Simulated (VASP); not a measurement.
## Nd3BeCl: single point with PBE

Nd3BeCl:

```
Nd Be Cl
1.0
     5.41127    0.00000    0.00000
     0.00000    5.41127    0.00000
     0.00000    0.00000    5.41127
Nd Be Cl
3 1 1
Direct
  0.50000 0.00000 0.50000
  0.50000 0.50000 0.00000
  0.00000 0.50000 0.50000
  0.50000 0.50000 0.50000
  0.00000 0.00000 0.00000
```

The cell was built from a structure type or drawn by symmetry, and may not be a known phase.

* Program: VASP 6.6.1
* Task: single point
* Functional: PBE
* Potentials or basis: VASP PAW PBE potentials, release 64 (Nd_3, Be, Cl), 4f in core
* Cutoff: 600 eV
* k mesh: 4 × 4 × 4
* Occupations: gaussian, width 0.1 eV
* Spin: no spin polarisation
* Dipole correction: no
* Mended: yes
* Further INCAR settings: ALGO = Normal; EDIFF = 1e-06; NBANDS = 29

```json
{"Pressure": "0.3 GPa", "Band gap on the k mesh": "zero (bands 21 and 22 overlap by 1.44 eV)"}
```

Levels at points of the mesh, in eV from the Fermi level:
```
           k point  band 18  band 19  band 20  band 21  band 22  band 23
(0.00, 0.00, 0.00)    -1.60    -0.95    -0.95    -0.70    -0.70    -0.70
(0.50, 0.00, 0.00)    -1.28    -0.36    -0.13     0.06     0.16     0.16
(0.50, 0.50, 0.00)    -1.64    -1.64    -0.57     0.74     0.88     0.88
(0.50, 0.50, 0.50)    -2.38    -2.38    -0.92    -0.29     1.02     1.02
```

Run time: 34 s on 1 thread of Intel(R) Xeon(R) 6975P-C (Granite Rapids), with other jobs on the host, peak memory 0.34 GiB.

Caveat: spin-orbit coupling is left out, which moves the levels of the heavy elements; the 4f electrons are frozen in the core, so they carry no moment and show no levels; the run has no spin polarisation, though such a crystal can be magnetic. With open d or f shells a metallic result of PBE can be an artefact of self-interaction; +U or a hybrid may open a gap.
